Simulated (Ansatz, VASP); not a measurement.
One calculation of SnSe, two programs

```xyz
4
Lattice="3.9290 0.0000 0.0000 -1.9645 3.4026 0.0000 0.0000 0.0000 11.0093" Properties=species:S:1:pos:R:3 pbc="T T T"
Sn    0.0000    0.0000    2.0951
Sn    0.0000    0.0000    8.9142
Se    0.0000    2.2684    3.6487
Se    0.0000    2.2684    7.3605
```

Alike in both runs: functional PBE; dispersion D3(BJ); k mesh 6 × 6 × 2; occupations gaussian, width 0.1 eV; no spin polarisation.

Ansatz relaxed the structure, and its values are those at the end. VASP's run is a single point on that final structure, the one shown.

|  | VASP | Ansatz |
| --- | --- | --- |
| version | VASP 6.6.1 | Ansatz 0.2.0 |
| potentials or method | VASP PAW PBE potentials, release 64 (Sn_d, Se), cutoff 520 eV | scalar-relativistic, plane waves, PAW |
| valence electrons in the cell | 40 | 60 |

```tsv
	VASP	Ansatz	Ansatz less VASP
gap on the k mesh at the Fermi level (eV)	0.88	0.89	+0.011
least direct gap on the mesh (eV)	1.08	1.11	+0.028
pressure (GPa)	0.0	0.0	-0.04
rms of the force components (eV/Å)	0.022	0.004	-0.0177
```

VASP's potentials hold 40 valence electrons a cell and Ansatz's 60, so a difference there can come from the potentials and not from the codes.
